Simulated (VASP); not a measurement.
# WSe2 in VASP: further runs, part 3 of 3

VASP 6.6.1. Earlier steps stand in the parts before.

### Step 5. Single point, PBE+D3(BJ)

INCAR

```
SYSTEM = WSe2
PREC = Accurate ; ENCUT = 520
EDIFF = 1E-7 ; ISMEAR = 0
SIGMA = 0.05 ; LREAL = .FALSE.
LASPH = .TRUE. ; NELM = 100
ALGO = Normal ; ISIF = 2
LWAVE = .FALSE. ; LCHARG = .FALSE.
LDIPOL = .TRUE. ; IDIPOL = 3
DIPOL = 0.5 0.5 0.383 ; GGA = PE
IVDW = 12 ; NBANDS = 35
```

KPOINTS

```
Automatic mesh
0
G
  9 9 1
  0 0 0
```

POSCAR

```
WSe2
1.0
    3.2854929709      0.0000000000      0.0000000000
   -1.6427464855      2.8453203767      0.0000000000
    0.0000000000      0.0000000000     24.2386466774
Se W
4 2
Direct
    0.3333333333      0.6666666667      0.1856539294
    0.3333333333      0.6666666667      0.3246601777
    1.0000000000      0.0000000000      0.4405907426
    1.0000000000      0.0000000000      0.5795969909
    0.6666666667      0.3333333333      0.2551570536
    1.3333333333     -0.3333333333      0.5100938667
```

Potentials or basis: VASP PAW PBE potentials, release 64 (Se, W_sv).

Started as:

```console
cat potpaw_PBE.64/Se/POTCAR potpaw_PBE.64/W_sv/POTCAR > POTCAR
mpirun -np 1 vasp_std > vasp.out
```

OUTCAR:

```text
SYSTEM = WSe2
   PREC = Accurate
   ENCUT = 520
   EDIFF = 1E-7
   ISMEAR = 0
   LREAL = .FALSE.
   LASPH = .TRUE.
   NELM = 100
   ISIF = 2
   GGA = PE
   IVDW = 12
 IVDW          = 12

 ion  position               nearest neighbor table
   1  0.333  0.667  0.186-   5 2.54   5 2.54   5 2.54
   2  0.333  0.667  0.325-   5 2.54   5 2.54   5 2.54
   3  0.000  0.000  0.441-   6 2.54   6 2.54   6 2.54
   4  0.000  0.000  0.580-   6 2.54   6 2.54   6 2.54
   5  0.667  0.333  0.255-   2 2.54   2 2.54   2 2.54   1 2.54   1 2.54   1 2.54
   6  0.333  0.667  0.510-   3 2.54   3 2.54   3 2.54   4 2.54   4 2.54   4 2.54

  LATTYP: Found a hexagonal cell.
 ALAT       =     3.2854929709
 C/A-ratio  =     7.3774763459

  Lattice vectors:

 A1 = (   3.2854929709,   0.0000000000,   0.0000000000)
 A2 = (  -1.6427464855,   2.8453203767,   0.0000000000)
 A3 = (   0.0000000000,   0.0000000000,  24.2386466774)

Analysis of symmetry for initial positions (statically):
=====================================================================
 Subroutine PRICEL returns:
 Original cell was already a primitive cell.

 Routine SETGRP: Setting up the symmetry group for a
 hexagonal supercell.

 Subroutine GETGRP returns: Found  6 space group operations
 (whereof  6 operations were pure point group operations)
 out of a pool of 24 trial point group operations.

The static configuration has the point symmetry C_3v.

Analysis of symmetry for dynamics (positions and initial velocities):
=====================================================================
 Subroutine PRICEL returns:
 Original cell was already a primitive cell.

 Routine SETGRP: Setting up the symmetry group for a
 hexagonal supercell.

 Subroutine GETGRP returns: Found  6 space group operations
 (whereof  6 operations were pure point group operations)
 out of a pool of 24 trial point group operations.

The dynamic configuration has the point symmetry C_3v.

 Subroutine INISYM returns: Found  6 space group operations
 (whereof  6 operations are pure point group operations),
[... 118 lines left out ...]
   AEXX    =    0.0000 exact exchange contribution
   IVDW    =    12    specifies the selected vdW correction
   LEPSILON=     F    determine dielectric tensor
   LRPA    =     F    only Hartree local field effects (RPA)
 non-spin polarized calculation
 Gauss-broadening in eV      SIGMA  =   0.05
  energy-cutoff  :      520.00
  volume of cell :      226.59
 maximum number of plane-waves:      6144
   NGX = 13   NGY = 13   NGZ = 91

 number of electron      51.9999992 magnetization

 dipolmoment           0.000000      0.000000     -0.005510 electrons x Angstroem

 Free energy of the ion-electron system (eV)
  ---------------------------------------------------
  ext. energy  EPLUGINS =         0.00000000
  ---------------------------------------------------
  free energy    TOTEN  =       -43.08290978 eV

  energy without entropy =      -43.08290978  energy(sigma->0) =      -43.08290978

 E-fermi :   1.5571     XC(G=0):  -6.1530

 val. band max:        1.1961582717   @ k =   0.0000   0.0000   0.0000
 cond. band min:       2.3924839764   @ k =   0.2222   0.1111   0.0000
 fundamental gap:      1.1963257047
 Fermi energy:         1.5571059818

 k-point     1 :       0.0000    0.0000    0.0000
  band No.  band energies     occupation
      1     -73.2237      2.00000
      2     -73.1242      2.00000
      3     -37.4719      2.00000
      4     -37.3714      2.00000
      5     -37.3358      2.00000
      6     -37.3358      2.00000
[... 445 lines left out ...]
     34       5.8112      0.00000
     35       6.3889      0.00000

------------------------ aborting loop because EDIFF is reached ----------------------------------------

 vacuum level on the upper side and lower side of the slab       (xc-potential included)        -0.129        -0.021

 Edisp (eV)   -2.47218

 E8    (eV) :    -1.1371

  FORCE on cell =-STRESS in cart. coord.  units (eV):
  Direction    XX          YY          ZZ          XY          YZ          ZX
  --------------------------------------------------------------------------------------
  -------------------------------------------------------------------------------------
  Total       0.19555     0.19555     0.64441    -0.00000     0.00000     0.00000
  in kB       1.38270     1.38270     4.55651    -0.00000     0.00000     0.00000
  external pressure =        2.44 kB  Pullay stress =        0.00 kB

 VOLUME and BASIS-vectors are now :
 -----------------------------------------------------------------------------
  energy-cutoff  :      520.00
  volume of cell :      226.59
      direct lattice vectors                 reciprocal lattice vectors
     3.285492971  0.000000000  0.000000000     0.304368327  0.175727136  0.000000000
    -1.642746486  2.845320377  0.000000000     0.000000000  0.351454271  0.000000000
     0.000000000  0.000000000 24.238646677     0.000000000  0.000000000  0.041256429

 POSITION                                       TOTAL-FORCE (eV/Angst)
 -----------------------------------------------------------------------------------
     -0.00000      1.89688      4.50000        -0.000000     -0.000000     -0.042708
     -0.00000      1.89688      7.86932         0.000000     -0.000000     -0.174332
      0.00000      0.00000     10.67932         0.000000      0.000000      0.125977
      0.00000      0.00000     14.04865         0.000000     -0.000000      0.023420
      1.64275      0.94844      6.18466         0.000000     -0.000000      0.041493
     -0.00000      1.89688     12.36399        -0.000000     -0.000000      0.026150
 -----------------------------------------------------------------------------------
    total drift:                               -0.000000     -0.000000     -0.000816

  FREE ENERGIE OF THE ION-ELECTRON SYSTEM (eV)
  ---------------------------------------------------
  free  energy   TOTEN  =       -45.5550925832 eV

  energy  without entropy=      -45.5550925832  energy(sigma->0) =      -45.55509258

 vacuum level on the upper side and lower side of the slab         5.818         5.932
```

Run time: 3.1 min. Hardware: 1 thread of Intel Xeon Platinum 8259CL at 2.50GHz (Skylake/Cascade Lake), shared host; peak memory 0.36 GiB.

What came out:

```yaml
Free_energy: -45.5551 eV
Largest_force: 0.174 eV/Å
Band_gap_on_the_k_mesh: 1.20 eV, indirect (least direct gap 1.55 eV)
Dispersion_energy_per_atom: -0.412 eV
```

Forces on the atoms (eV/Å):
```
Se   0.000  0.000 -0.043
Se   0.000  0.000 -0.174
Se   0.000  0.000  0.126
Se   0.000  0.000  0.023
W    0.000  0.000  0.041
W    0.000  0.000  0.026
```

Caveat: spin-orbit coupling is left out, which moves the levels of the heavy elements.

### Step 6. Single point, PBE+D3(BJ)

INCAR

```
PREC = Accurate
ENCUT = 520
EDIFF = 1E-6
ISMEAR = 0
SIGMA = 0.05
LREAL = False
LASPH = True
NELM = 60
ALGO = Normal
ISIF = 2
LWAVE = False
LCHARG = False
LDIPOL = True
IDIPOL = 3
DIPOL = 0.5 0.5 0.393
GGA = PE
IVDW = 12
NBANDS = 35
```

KPOINTS

```
Automatic mesh
0
Gamma
  9 9 1
```

POSCAR

```
WSe2
1.0
    3.2854929709      0.0000000000      0.0000000000
   -1.6427464855      2.8453203767      0.0000000000
    0.0000000000      0.0000000000     24.2386466774
Se W
4 2
Direct
    0.3333333333      0.6666666667      0.1856539294
    0.3333333333      0.6666666667      0.3246601777
    1.0000000000      0.0000000000      0.4620440855
    1.0000000000      0.0000000000      0.6010503338
    0.6666666667      0.3333333333      0.2551570536
    1.3333333333     -0.3333333333      0.5315472097
```

Potentials or basis: VASP PAW PBE potentials, release 64 (Se, W_sv).

Started as:

```console
cat potpaw_PBE.64/Se/POTCAR potpaw_PBE.64/W_sv/POTCAR > POTCAR
mpirun -np 1 vasp_std > vasp.out
```

It took 2.7 min on 1 thread of Intel Xeon Platinum 8259CL at 2.50GHz (Skylake/Cascade Lake), shared host; peak memory 0.35 GiB.

It converged, with:

```yaml
Free_energy: -45.5547 eV
Largest_force: 0.109 eV/Å
Band_gap_on_the_k_mesh: 1.54 eV, indirect (least direct gap 1.63 eV)
Dispersion_energy_per_atom: -0.393 eV
```

Forces on the atoms (eV/Å):
```
Se   0.000  0.000 -0.040
Se   0.000  0.000  0.097
Se   0.000  0.000 -0.109
Se   0.000  0.000  0.034
W    0.000  0.000  0.047
W    0.000  0.000 -0.030
```

Levels at points of the mesh, in eV from the valence-band top:
```tsv
k point	band 23	band 24	band 25	band 26	band 27	band 28	band 29	band 30
(0.00, 0.00, 0.00)	-1.17	-1.17	-0.61	-0.04	2.93	2.93	2.99	2.99
```

Caveat: spin-orbit coupling is left out, which moves the levels of the heavy elements.
